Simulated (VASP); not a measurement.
Here is a VASP 6.6.1 calculation.

File INCAR:

```
SYSTEM = SrO
PREC     = Accurate       ! precision mode
ENCUT    = 520            ! plane-wave cutoff, eV
EDIFF    = 1E-7           ! SCF threshold, eV
ISMEAR   = 0              ! smearing method
SIGMA    = 0.02           ! smearing width, eV
LREAL    = .FALSE.        ! projectors in reciprocal space
LASPH    = .TRUE.         ! aspherical terms in the spheres
NELM     = 100            ! most SCF steps
ALGO     = Normal         ! electronic algorithm
ISIF     = 2              ! what is computed and relaxed
LWAVE    = .FALSE.        ! write WAVECAR
LCHARG   = .FALSE.        ! write CHGCAR
GGA      = PS             ! functional
IBRION   = 2              ! ionic algorithm
NSW      = 60             ! ionic steps
EDIFFG   = -0.002         ! ionic threshold
```

The input KPOINTS:

```
Automatic mesh
0
G
  6 6 6
  0 0 0
```

Contents of POSCAR:

```
SrO
1.0
    0.0000000000      2.5357135872      2.5357135872
    2.5357135872      0.0000000000      2.5357135872
    2.5357135872      2.5357135872      0.0000000000
Sr O
1 1
Direct
    0.0000000000      0.0000000000      0.0000000000
    0.5000000000      0.5000000000      0.5000000000
```

Potentials or basis: VASP PAW PBE potentials, release 64 (Sr_sv, O).

Launch:

```bash
$ cat potpaw_PBE.64/Sr_sv/POTCAR potpaw_PBE.64/O/POTCAR > POTCAR
$ mpirun -np 1 vasp_std > vasp.out
```

**Question.** What does it give for the band gap on the k mesh?

**Answer.** 3.12 eV, indirect (least direct gap 3.18 eV).

Final structure:
```cif
data_structure
_symmetry_space_group_name_H-M 'P 1'
_symmetry_Int_Tables_number 1
_cell_length_a 3.5860
_cell_length_b 3.5860
_cell_length_c 3.5860
_cell_angle_alpha 60.000
_cell_angle_beta 60.000
_cell_angle_gamma 60.000
_cell_volume 32.61
loop_
_atom_site_label
_atom_site_type_symbol
_atom_site_fract_x
_atom_site_fract_y
_atom_site_fract_z
_atom_site_occupancy
Sr1 Sr 0.00000 0.00000 0.00000 1
O1 O 0.50000 0.50000 0.50000 1
```

Caveat: the cell differs from its parent crystal (strained cell); the relaxation stopped at its first step, so nothing moved. A k mesh can miss the band edges.
